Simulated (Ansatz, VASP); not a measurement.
One calculation of Nb, two programs

The input INCAR:

```
SYSTEM = Nb
ALGO = Fast
EDIFF = 1E-7
ENCUT = 520
GGA = PS
ISIF = 2
ISMEAR = 0
LASPH = .TRUE.
LCHARG = .FALSE.
LREAL = .FALSE.
LWAVE = .FALSE.
NBANDS = 12
NELM = 80
PREC = Accurate
SIGMA = 0.15
```

File KPOINTS:

```
k-points
0
G
  20 20 20
  0 0 0
```

The input POSCAR:

```
Nb
1.0
   -1.6389907500      1.6389907500      1.7138685000
    1.6389907500     -1.6389907500      1.7138685000
    1.6389907500      1.6389907500     -1.7138685000
Nb
1
Direct
    0.0000000000      0.0000000000      0.0000000000
```

Input for Ansatz:

```yaml
crystal:
  lattice:
    - [-1.63899075, 1.63899075, 1.7138685]
    - [1.63899075, -1.63899075, 1.7138685]
    - [1.63899075, 1.63899075, -1.7138685]
  atoms:
    - { symbol: Nb, position: [0.0, 0.0, 0.0] }
basis:
  ecutwfc: 420
kpoints:
  mp_grid: { grid: [20, 20, 20] }
hamiltonian:
  xc: pbesol
scf:
  occupations: { method: gaussian, width: 0.15 }
output:
  forces: true
  stress: true
  eigenvalues: true
```

Change from the starting cell: strain -0.015 along x and y, +0.030 along z, atoms carried along.

Alike in both runs: task single point; functional PBEsol; k mesh 20 × 20 × 20; occupations gaussian, width 0.15 eV; no spin polarisation.

|  | VASP | Ansatz |
| --- | --- | --- |
| version | VASP 6.6.1 | Ansatz 0.2.0 |
| potentials or method | VASP PAW PBE potentials, release 64 (Nb_sv), cutoff 520 eV | scalar-relativistic, plane waves, PAW |
| valence electrons in the cell | 13 | 13 |

```tsv
	VASP	Ansatz	Ansatz less VASP
gap on the k mesh at the Fermi level (eV)	none	none	-
pressure (GPa)	-8.5	-8.2	+0.26
traceless stress, the component that is largest in VASP (GPa)	-3.35	-3.37	-0.017
```

VASP's potentials were made for PBE, not for PBEsol. A gap of «none» marks a metal or a gap that the smearing closes. The functional is the same, so the differences come from potentials, cutoffs and numerics.
